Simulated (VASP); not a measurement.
A run of VASP 6.6.1 is set up as follows.

The input POSCAR:

```
MgO
1.0
    0.0000000000      2.1021086852      2.1021086852
    2.1021086852      0.0000000000      2.1021086852
    2.1021086852      2.1021086852      0.0000000000
Mg O
1 1
Direct
   -0.0237856398      0.0237856398     -0.0237856398
    0.5000000000      0.5000000000      0.5000000000
```

Contents of INCAR.step1:

```
SYSTEM = MgO
PREC     = Accurate       ! precision mode
ENCUT    = 520            ! plane-wave cutoff, eV
ISMEAR   = 0              ! smearing method
SIGMA    = 0.05           ! smearing width, eV
LREAL    = .False.        ! projectors in reciprocal space
LASPH    = .True.         ! aspherical terms in the spheres
NELM     = 80             ! most SCF steps
NBANDS   = 11             ! bands
GGA      = PE             ! functional
ALGO     = Normal         ! electronic algorithm
EDIFF    = 1E-4           ! SCF threshold, eV
LWAVE    = .True.         ! write WAVECAR
LCHARG   = .False.        ! write CHGCAR
```

File INCAR.step2:

```
SYSTEM = MgO
PREC     = Accurate       ! precision mode
ENCUT    = 520            ! plane-wave cutoff, eV
EDIFF    = 1E-7           ! SCF threshold, eV
ISMEAR   = 0              ! smearing method
SIGMA    = 0.05           ! smearing width, eV
LREAL    = .False.        ! projectors in reciprocal space
LASPH    = .True.         ! aspherical terms in the spheres
NELM     = 80             ! most SCF steps
ALGO     = Normal         ! electronic algorithm
ISIF     = 2              ! what is computed and relaxed
LWAVE    = .False.        ! write WAVECAR
LCHARG   = .False.        ! write CHGCAR
METAGGA  = R2SCAN         ! meta-GGA
LMIXTAU  = .True.       
NBANDS   = 11             ! bands
ISTART   = 1
```

The input KPOINTS:

```
regular mesh
0
Gamma
  10 10 10
  0 0 0
```

Potentials or basis: VASP PAW PBE potentials, release 64 (Mg, O).

The run is started by

```console
$ cat potpaw_PBE.64/Mg/POTCAR potpaw_PBE.64/O/POTCAR > POTCAR
$ cp INCAR.step1 INCAR
$ mpirun -np 1 vasp_std > vasp.out
$ cp INCAR.step2 INCAR
$ mpirun -np 1 vasp_std > vasp.out
```

Question: Estimate the pressure.

Answer: -0.1 GPa.

Question: Estimate the band gap on the k mesh.

Answer: 5.66 eV, direct.

Question: Estimate the largest force.

Answer: 0.610 eV/Å.

Forces in eV/Å, atoms in the order of the input:
```
Mg   0.000  0.610  0.000
O    0.000 -0.610  0.000
```

Caveat: the cell differs from its parent crystal (all Mg atoms moved -0.100 Å, as atom 1 along Cartesian [0 1 0]); the PAW data sets were made with another functional, which shifts forces and pressure a little.
